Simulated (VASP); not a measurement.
# ZnS (Pmn2_1) in VASP: single point with r2SCAN

Aim: the single point of ZnS with r2SCAN.

Program: VASP 6.6.1. These are calculated values, not measurements. Logs are shortened: lines on timing, memory, paths and dates and some standing lists are left out, and cuts for length are marked.

### Step 1. The cell of the first run

Symmetry: Pmn2_1, No. 31, orthorhombic system. The conventional cell has a = 3.825 Å, b = 3.825 Å, c = 5.409 Å, α = 90.00°, β = 90.00°, γ = 90.00°. Within 2.7 Å of Zn (site symmetry m) lie 4 S at 2.04 to 2.67 Å. Within 2.7 Å of S (site symmetry m) lie 4 Zn at 2.04 to 2.67 Å.

### Step 2. Single point, r2SCAN (mode 10 (303.2 1/cm) frozen in, largest displacement -0.300 Å)

POSCAR

```
ZnS
1.0
    0.0000000000     -2.7046500000     -2.7046500000
    0.0000000000      2.7046500000     -2.7046500000
    5.4093000000      0.0000000000      0.0000000000
Zn S
2 2
Direct
    0.4765937517      0.5000000000      0.5000000000
    0.0234062483      0.0000000000      0.0000000000
    0.0784323422      0.5000000000      0.2500000000
    0.4215676578      0.0000000000      0.7500000000
```

INCAR.step1

```
PREC     = Accurate       # precision mode
ENCUT    = 520            # plane-wave cutoff, eV
ISMEAR   = 0              # smearing method
SIGMA    = 0.05           # smearing width, eV
LREAL    = False          # projectors in reciprocal space
LASPH    = True           # aspherical terms in the spheres
NELM     = 60             # most SCF steps
NBANDS   = 26             # bands
GGA      = PE             # functional
ALGO     = Normal         # electronic algorithm
EDIFF    = 1E-4           # SCF threshold, eV
LWAVE    = True           # write WAVECAR
LCHARG   = False          # write CHGCAR
```

INCAR.step2

```
PREC     = Accurate       # precision mode
ENCUT    = 520            # plane-wave cutoff, eV
EDIFF    = 1E-7           # SCF threshold, eV
ISMEAR   = 0              # smearing method
SIGMA    = 0.05           # smearing width, eV
LREAL    = False          # projectors in reciprocal space
LASPH    = True           # aspherical terms in the spheres
NELM     = 60             # most SCF steps
ALGO     = Normal         # electronic algorithm
ISIF     = 2              # what is computed and relaxed
LWAVE    = False          # write WAVECAR
LCHARG   = False          # write CHGCAR
METAGGA  = R2SCAN         # meta-GGA
LMIXTAU  = True         
NBANDS   = 26             # bands
ISTART   = 1
```

KPOINTS

```
regular mesh
0
Gamma
  6 6 4
```

Potentials or basis: VASP PAW PBE potentials, release 64 (Zn, S).

Run with:

```
> cat potpaw_PBE.64/Zn/POTCAR potpaw_PBE.64/S/POTCAR > POTCAR
> cp INCAR.step1 INCAR
> mpirun -np 1 vasp_std > vasp.out
> cp INCAR.step2 INCAR
> mpirun -np 1 vasp_std > vasp.out
```

OUTCAR:

```text
PREC = Accurate
   ENCUT = 520
   EDIFF = 1E-7
   ISMEAR = 0
   LREAL = False
   LASPH = True
   NELM = 60
   ISIF = 2
   METAGGA = R2SCAN
   ISTART = 1

 ion  position               nearest neighbor table
   1  0.477  0.500  0.500-   3 2.04   4 2.35   4 2.35   3 2.67
   2  0.023  0.000  0.000-   4 2.04   3 2.35   3 2.35   4 2.67
   3  0.078  0.500  0.250-   1 2.04   2 2.35   2 2.35   1 2.67
   4  0.422  0.000  0.750-   2 2.04   1 2.35   1 2.35   2 2.67

  LATTYP: Found a simple tetragonal cell.
 ALAT       =     3.8249527115
 C/A-ratio  =     1.4142135624

  Lattice vectors:

 A1 = (   0.0000000000,  -2.7046500000,  -2.7046500000)
 A2 = (   0.0000000000,   2.7046500000,  -2.7046500000)
 A3 = (   5.4093000000,   0.0000000000,   0.0000000000)

Analysis of symmetry for initial positions (statically):
=====================================================================
 Subroutine PRICEL returns:
 Original cell was already a primitive cell.

 Routine SETGRP: Setting up the symmetry group for a
 simple tetragonal supercell.

 Subroutine GETGRP returns: Found  4 space group operations
 (whereof  2 operations were pure point group operations)
 out of a pool of 16 trial point group operations.

The static configuration has the point symmetry C_1h.
 The point group associated with its full space group is C_2v.

Analysis of symmetry for dynamics (positions and initial velocities):
=====================================================================
 Subroutine PRICEL returns:
 Original cell was already a primitive cell.

 Routine SETGRP: Setting up the symmetry group for a
 simple tetragonal supercell.

 Subroutine GETGRP returns: Found  4 space group operations
 (whereof  2 operations were pure point group operations)
 out of a pool of 16 trial point group operations.

The dynamic configuration has the point symmetry C_1h.
 The point group associated with its full space group is C_2v.

 Subroutine INISYM returns: Found  4 space group operations
 (whereof  2 operations are pure point group operations),
 and found     1 'primitive' translations

----------------------------------------------------------------------------------------

                                     Primitive cell

  volume of cell :      79.1395

  direct lattice vectors                    reciprocal lattice vectors
     0.000000000 -2.704650000 -2.704650000     0.000000000 -0.184866803 -0.184866803
     0.000000000  2.704650000 -2.704650000     0.000000000  0.184866803 -0.184866803
     5.409300000  0.000000000  0.000000000     0.184866803  0.000000000  0.000000000

  length of vectors
     3.824952711  3.824952711  5.409300000     0.261441141  0.261441141  0.184866803

  position of ions in fractional coordinates (direct lattice)
     0.476593752  0.500000000  0.500000000
     0.023406248  0.000000000  0.000000000
     0.078432342  0.500000000  0.250000000
     0.421567658  0.000000000  0.750000000

  ion indices of the primitive-cell ions
   primitive index   ion index
                 1           1
                 2           2
                 3           3
                 4           4

----------------------------------------------------------------------------------------

 KPOINTS: regular mesh

Automatic generation of k-mesh.
 Grid dimensions read from file:
 generate k-points for:    6    6    4

 Generating k-lattice:

  Cartesian coordinates                     Fractional coordinates (reciprocal lattice)
     0.000000000 -0.030811134 -0.030811134     0.166666667  0.000000000  0.000000000
     0.000000000  0.030811134 -0.030811134     0.000000000  0.166666667  0.000000000
     0.046216701  0.000000000  0.000000000     0.000000000  0.000000000  0.250000000

  Length of vectors
     0.043573523  0.043573523  0.046216701

  Shift w.r.t. Gamma in fractional coordinates (k-lattice)
     0.000000000  0.000000000  0.000000000

 Subroutine IBZKPT returns following result:
 ===========================================

 Found     48 irreducible k-points:

 Following reciprocal coordinates:
            Coordinates               Weight
  0.000000  0.000000  0.000000      1.000000
  0.166667  0.000000  0.000000      2.000000
  0.000000  0.166667  0.000000      2.000000
  0.333333  0.000000  0.000000      2.000000
  0.000000  0.333333  0.000000      2.000000
  0.500000  0.000000  0.000000      1.000000
[... 16 lines left out ...]
  0.000000  0.500000  0.250000      2.000000
  0.166667  0.166667  0.250000      8.000000
 [... further k-points ...]
   k-points           NKPTS =     48   k-points in BZ     NKDIM =     48   number of bands    NBANDS=     26
   number of dos      NEDOS =    301   number of ions     NIONS =      4
   total plane-waves  NPLWV =  31360
   dimension x,y,z NGX =    28 NGY =   28 NGZ =   40
   dimension x,y,z NGXF=    56 NGYF=   56 NGZF=   80
   ions per type =               2   2
   NGX,Y,Z   is equivalent  to a cutoff of  12.17, 12.17, 12.29 a.u.
   NGXF,Y,Z  is equivalent  to a cutoff of  24.34, 24.34, 24.59 a.u.
 SYSTEM =  unknown system
   PREC   = accura    normal or accurate (medium, high low for compatibility)
   ISTART =      1    job   : 0-new  1-cont  2-samecut
   ICHARG =      0    charge: 1-file 2-atom 10-const
   ISPIN  =      1    spin polarized calculation?
   LNONCOLLINEAR =      F non collinear calculations
   LSORBIT =      F    spin-orbit coupling
   LASPH  =      T    aspherical Exc in radial PAW
   ENCUT  =  520.0 eV  38.22 Ry    6.18 a.u.   7.11  7.11 10.06*2*pi/ulx,y,z
   NELM   =     60;   NELMIN=  2; NELMDL=  0     # of ELM steps
   EDIFF  = 0.1E-06   stopping-criterion for ELM
   LREAL  =      F    real-space projection
   EDIFFG = 0.1E-05   stopping-criterion for IOM
   NSW    =      0    number of steps for IOM
   IBRION =     -1    ionic relax: 0-MD 1-quasi-New 2-CG
   NFREE  =      0    steps in history (QN), initial steepest desc. (CG)
   ISIF   =      2    stress and relaxation
   ISYM   =      2    0-nonsym 1-usesym 2-fastsym
   POTIM  = 0.5000    time-step for ionic-motion
   TEBEG  =    0.0;   TEEND  =   0.0 temperature during run
   PSTRESS=    0.0 pullay stress
   NELECT =      36.0000    total number of electrons
   NUPDOWN=      -1.0000    fix difference up-down
   EMIN   =  10.00;   EMAX   =-10.00  energy-range for DOS
   EFERMI =   0.00;   METHOD = LEGACY
   ISMEAR =     0;   SIGMA  =   0.05  broadening in eV -4-tet -1-fermi 0-gaus
   EFERMI_NEDOS =   21; number of points for ismear=-14 and -15
   IALGO  =     38    algorithm
   IMIX   =      4    mixing-type and parameters
     AMIX     =   0.40;   BMIX     =  1.00
     AMIX_MAG =   1.60;   BMIX_MAG =  1.00
  volume/ion in A,a.u.               =      19.78       133.51
  Fermi-wavevector in a.u.,A,eV,Ry     =   1.259055  2.379268 21.568210  1.585219
  Thomas-Fermi vector in A             =   2.392634
   LORBIT       =      0    0 simple, 1 ext, 2 COOP (PROOUT), +10 PAW based schemes
   METAGGA = R2SCAN    functional components
   LHFCALC =     F    Hartree Fock is set to
   AEXX    =    0.0000 exact exchange contribution
   IVDW    =     0    specifies the selected vdW correction
   LEPSILON=     F    determine dielectric tensor
   LRPA    =     F    only Hartree local field effects (RPA)
 non-spin polarized calculation
 Gauss-broadening in eV      SIGMA  =   0.05
  energy-cutoff  :      520.00
  volume of cell :       79.14
 maximum number of plane-waves:      2180
   NGX = 15   NGY = 15   NGZ = 21

 number of electron      35.9999999 magnetization

 Free energy of the ion-electron system (eV)
  ---------------------------------------------------
  ext. energy  EPLUGINS =         0.00000000
  ---------------------------------------------------
  free energy    TOTEN  =       -36.48079545 eV

  energy without entropy =      -36.48079545  energy(sigma->0) =      -36.48079545

 E-fermi :   2.2766     XC(G=0): -10.2371

 val. band max:        1.9847749473   @ k =   0.0000   0.0000   0.0000
 cond. band min:       4.3233871579   @ k =   0.0000   0.0000   0.0000
 fundamental gap:      2.3386122106
 Fermi energy:         2.2765546464

 k-point     1 :       0.0000    0.0000    0.0000
  band No.  band energies     occupation
      1     -12.0620      2.00000
      2     -10.7524      2.00000
      3      -5.1373      2.00000
      4      -5.0935      2.00000
      5      -4.9193      2.00000
      6      -4.8632      2.00000
[... 18 lines left out ...]
     25      13.0744      0.00000
     26      13.5995      0.00000

 k-point     2 :       0.1667    0.0000    0.0000
  band No.  band energies     occupation
      1     -11.9446      2.00000
      2     -10.7372      2.00000
      3      -5.1293      2.00000
      4      -5.0866      2.00000
      5      -4.9016      2.00000
      6      -4.8028      2.00000
[... 18 lines left out ...]
     25      12.5843      0.00000
     26      12.6260      0.00000

 k-point     3 :       0.0000    0.1667    0.0000
  band No.  band energies     occupation
      1     -11.9229      2.00000
      2     -10.7651      2.00000
      3      -5.1074      2.00000
      4      -5.0541      2.00000
      5      -4.9248      2.00000
      6      -4.8384      2.00000
[... 18 lines left out ...]
     25      12.5773      0.00000
     26      12.9688      0.00000

 k-point     4 :       0.3333    0.0000    0.0000
  band No.  band energies     occupation
      1     -11.6708      2.00000
      2     -10.7335      2.00000
      3      -5.1151      2.00000
      4      -5.0788      2.00000
      5      -4.8616      2.00000
      6      -4.6772      2.00000
[... 18 lines left out ...]
     25      11.6821      0.00000
     26      12.0709      0.00000
[... 496 lines left out ...]
      1     -11.3950      2.00000
      2     -10.8698      2.00000
      3      -5.0654      2.00000
      4      -5.0482      2.00000
      5      -4.8304      2.00000
      6      -4.6957      2.00000
[... 18 lines left out ...]
     25      10.4995      0.00000
     26      12.1776      0.00000

 k-point    23 :       0.0000    0.5000    0.2500
  band No.  band energies     occupation
      1     -11.1323      2.00000
      2     -11.1323      2.00000
      3      -5.0227      2.00000
      4      -5.0227      2.00000
      5      -4.7455      2.00000
      6      -4.7455      2.00000
[... 18 lines left out ...]
     25      11.5369      0.00000
     26      11.5369      0.00000

 k-point    24 :       0.1667    0.1667    0.2500
  band No.  band energies     occupation
      1     -11.6698      2.00000
      2     -10.9169      2.00000
      3      -5.1091      2.00000
      4      -5.0552      2.00000
      5      -4.8703      2.00000
      6      -4.7583      2.00000
[... 18 lines left out ...]
     25      10.4061      0.00000
     26      11.9491      0.00000

 [... further k-points ...]

------------------------ aborting loop because EDIFF is reached ----------------------------------------

  FORCE on cell =-STRESS in cart. coord.  units (eV):
  Direction    XX          YY          ZZ          XY          YZ          ZX
  --------------------------------------------------------------------------------------
  -------------------------------------------------------------------------------------
  Total        5.3327000      2.0012693      2.0012693      0.0000000      2.2551437      0.0000000
  in kB      107.9604100     40.5156586     40.5156586      0.0000000     45.6553406      0.0000000
  external PRESSURE =      62.9972424 kB  Pullay stress =       0.0000000 kB

 VOLUME and BASIS-vectors are now :
 -----------------------------------------------------------------------------
  energy-cutoff  :      520.00
  volume of cell :       79.14
      direct lattice vectors                 reciprocal lattice vectors
     0.000000000 -2.704650000 -2.704650000     0.000000000 -0.184866803 -0.184866803
     0.000000000  2.704650000 -2.704650000     0.000000000  0.184866803 -0.184866803
     5.409300000  0.000000000  0.000000000     0.184866803  0.000000000  0.000000000

 POSITION                                       TOTAL-FORCE (eV/Angst)
 -----------------------------------------------------------------------------------
      2.70465      0.06331     -2.64134         1.881015     -1.747809     -1.747809
      0.00000     -0.06331     -0.06331         1.881015      1.747809      1.747809
      1.35232      1.14019     -1.56446        -1.881015      2.627254      2.627254
      4.05697     -1.14019     -1.14019        -1.881015     -2.627254     -2.627254
 -----------------------------------------------------------------------------------
    total drift:                               -0.012741     -0.000000     -0.000000

  FREE ENERGIE OF THE ION-ELECTRON SYSTEM (eV)
  ---------------------------------------------------
  free  energy   TOTEN  =       -36.4807954526 eV

  energy  without entropy=      -36.4807954526  energy(sigma->0) =      -36.48079545
```

It took 6.6 min on 1 thread of AMD EPYC 7R13, shared host; peak memory 0.21 GiB.

What came out:

```yaml
Free_energy: -36.4808 eV
Pressure: 6.3 GPa
Largest_force: 4.165 eV/Å
Band_gap_on_the_k_mesh: 2.34 eV, direct
```

Forces on the atoms (eV/Å):
```
Zn   1.881 -1.748 -1.748
Zn   1.881  1.748  1.748
S   -1.881  2.627  2.627
S   -1.881 -2.627 -2.627
```

Levels at points of the mesh, in eV from the valence-band top:
```
           k point  band 16  band 17  band 18  band 19  band 20  band 21
(0.00, 0.00, 0.00)    -0.47    -0.07     0.00     2.34     3.69     4.61
(0.50, 0.00, 0.00)    -1.75    -1.73    -0.44     4.51     5.16     6.34
(0.00, 0.50, 0.00)    -2.85    -0.89    -0.89     4.61     4.61     7.20
(0.50, 0.50, 0.00)    -2.60    -2.35    -2.35     3.44     3.44     4.65
(0.00, 0.00, 0.50)    -1.48    -1.12    -1.12     4.04     4.04     4.94
(0.50, 0.00, 0.50)    -1.21    -1.13    -1.13     3.78     3.78     6.94
(0.00, 0.50, 0.50)    -1.26    -0.63    -0.63     3.61     3.61     6.56
(0.50, 0.50, 0.50)    -3.14    -2.28    -2.28     4.60     4.60     7.24
```

Caveat: the cell differs from its parent crystal (mode 10 (303.2 1/cm) frozen in, largest displacement -0.300 Å); the PAW data sets were made with another functional, which shifts forces and pressure a little.
